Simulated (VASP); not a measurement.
NiGe, 4 atoms in the cell. It takes space group Pmma (No. 51, orthorhombic). Conventional cell: a = 3.966 Å, b = 4.083 Å, c = 3.426 Å, α = 90.00°, β = 90.00°, γ = 90.00°. Ni (site symmetry mm2) has 2 Ge at 2.12 Å and 2 Ni at 2.29 Å within 2.8 Å. Within 2.6 Å of Ge (site symmetry mm2) lie 2 Ge at 1.98 Å and 2 Ni at 2.12 Å. 

| Quantity | Value |
| --- | --- |
| Program | VASP 6.6.1 |
| Task | relaxation of cell and atoms |
| Functional | PBE |
| Potentials or basis | VASP PAW PBE potentials, release 64 (Ni, Ge_d) |
| Cutoff | 600 eV |
| k mesh | 4 × 4 × 6 |
| Occupations | gaussian, width 0.1 eV |
| Spin | collinear spin, ferromagnetic start |
| Starting moments | [2.0, 2.0, 0.0, 0.0] μB |
| Dipole correction | no |
| Further INCAR settings | ALGO = Normal; EDIFF = 1e-07; IBRION = 2; EDIFFG = -0.04; NSW = 90; ISIF = 3 |

Potentials or basis: VASP PAW PBE potentials, release 64 (Ni, Ge_d).

Launch:

```bash
$ cat potpaw_PBE.64/Ni/POTCAR potpaw_PBE.64/Ge_d/POTCAR > POTCAR
$ mpirun -np 1 vasp_std > vasp.out
```

Hardware: 1 thread of Intel(R) Xeon(R) Platinum 8488C (Sapphire Rapids), on a shared host.

Question: How long does it take, and how much memory?

Answer: Run time: 29 min on 1 thread of Intel(R) Xeon(R) Platinum 8488C (Sapphire Rapids) (shared host), peak memory 0.28 GiB. Counts: scf iterations 329, k points 36, ion steps 32.
